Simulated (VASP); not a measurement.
## Al: single point with PBE

The system is Al.

```
CELL_PARAMETERS angstrom
-1.41528 1.41528 2.05640
1.41528 -1.41528 2.05640
1.41528 1.41528 -2.05640
ATOMIC_POSITIONS crystal
Al 0.00000 0.00000 0.00000
```

```yaml
Program: VASP 6.6.1
Task: single point
Functional: PBE
Potentials_or_basis: VASP PAW PBE potentials, release 64 (Al)
Cutoff: 500 eV
k_mesh: 22 × 22 × 22
Occupations: gaussian, width 0.15 eV
Spin: no spin polarisation
```

- Pressure: 0.1 GPa
- Band gap on the k mesh: zero (an odd number of electrons rules out a gap without spin polarisation)

Stress tensor (GPa, compression positive):
```
 0.73  0.00  0.00
 0.00  0.73  0.00
 0.00  0.00 -1.18
```

Levels at points of the mesh, in eV from the Fermi level:
```csv
k point,band 1,band 2,band 3,band 4,band 5,band 6
"(0.00, 0.00, 0.00)",-11.13,12.45,12.75,12.75,14.12,14.12
"(0.50, 0.00, 0.00)",-4.58,-4.37,11.06,11.15,11.78,11.79
"(0.50, 0.50, 0.00)",-2.78,-1.40,5.18,5.36,5.55,8.93
"(0.50, 0.50, 0.50)",-3.17,-1.96,5.48,5.95,5.95,9.43
```

It took 26 s on 1 thread of Intel(R) Xeon(R) 6975P-C (Granite Rapids) (shared host), peak memory 0.2 GiB.
